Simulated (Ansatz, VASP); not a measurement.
**One calculation of Ir, two programs**

```
Ir
1.0
     4.34857    0.00000    0.00000
    -2.17428    3.76597    0.00000
     0.00000    0.00000    2.68570
Ir
3
Direct
  0.00000 0.00000 0.00000
  0.33333 0.66667 0.50000
  0.66667 0.33333 0.50000
```

Alike in both runs: task single point; functional r2SCAN; k mesh 10 × 10 × 13; occupations fermi-dirac, width 0.1 eV; no spin polarisation.

```csv
,VASP,Ansatz
version,VASP 6.6.1,Ansatz 0.2.0
potentials or method,"VASP PAW PBE potentials, release 64 (Ir), cutoff 520 eV","plane waves (500 eV) with PAW, scalar-relativistic"
valence electrons in the cell,27,51
```

```tsv
	VASP	Ansatz	Ansatz less VASP
pressure (GPa)	2.3	0.0	-2.28
traceless stress, the component that is largest in VASP (GPa)	-0.94	-0.65	+0.285
```

VASP's potentials were made for PBE, not for r2SCAN. With one functional, cell and mesh, what is left measures potentials, basis and numerics. VASP's potentials hold 27 valence electrons a cell and Ansatz's 51, so a difference there can come from the potentials and not from the codes.

Neither program's run includes spin-orbit coupling.
